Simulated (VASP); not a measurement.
Input of a VASP 6.6.1 run:

Contents of POSCAR:

```
SnC3
1.0
    2.9487964088      0.0000000000      0.0000000000
    0.0000000000      2.9487964088      0.0000000000
    0.0000000000      0.0000000000      4.5966092574
C Sn
3 1
Direct
    0.5000000000      0.0000000000      0.8203632745
    0.5000000000      0.5000000000      0.0000000000
    0.0000000000      0.5000000000      0.1796367255
    0.0000000000      0.0000000000      0.5000000000
```

File INCAR.step1:

```
  ALGO = Normal
  EDIFF = 1E-4
  ENCUT = 520
  GGA = PE
  ISMEAR = 0
  LASPH = T
  LCHARG = F
  LREAL = F
  LWAVE = T
  NBANDS = 21
  NELM = 100
  PREC = Accurate
  SIGMA = 0.01
```

Contents of INCAR.step2:

```
  ALGO = Normal
  EDIFF = 1E-6
  ENCUT = 520
  ISIF = 2
  ISMEAR = 0
  ISTART = 1
  LASPH = T
  LCHARG = F
  LMIXTAU = T
  LREAL = F
  LWAVE = F
  METAGGA = R2SCAN
  NBANDS = 21
  NELM = 100
  PREC = Accurate
  SIGMA = 0.01
```

File KPOINTS:

```
k-points
0
Gamma
  8 8 4
```

Potentials or basis: VASP PAW PBE potentials, release 64 (C, Sn_d).

Run with:

```console
$ cat potpaw_PBE.64/C/POTCAR potpaw_PBE.64/Sn_d/POTCAR > POTCAR
$ cp INCAR.step1 INCAR
$ mpirun -np 1 vasp_std > vasp.out
$ cp INCAR.step2 INCAR
$ mpirun -np 1 vasp_std > vasp.out
```

What does it give for the pressure?

7.6 GPa.

Predict the largest force.

0.185 eV/Å.

Forces in eV/Å, atoms in the order of the input:
```
C    0.000  0.000  0.185
C    0.000  0.000  0.000
C    0.000  0.000 -0.185
Sn   0.000  0.000  0.000
```

Caveat: the PAW data sets were made with another functional, which shifts forces and pressure a little.
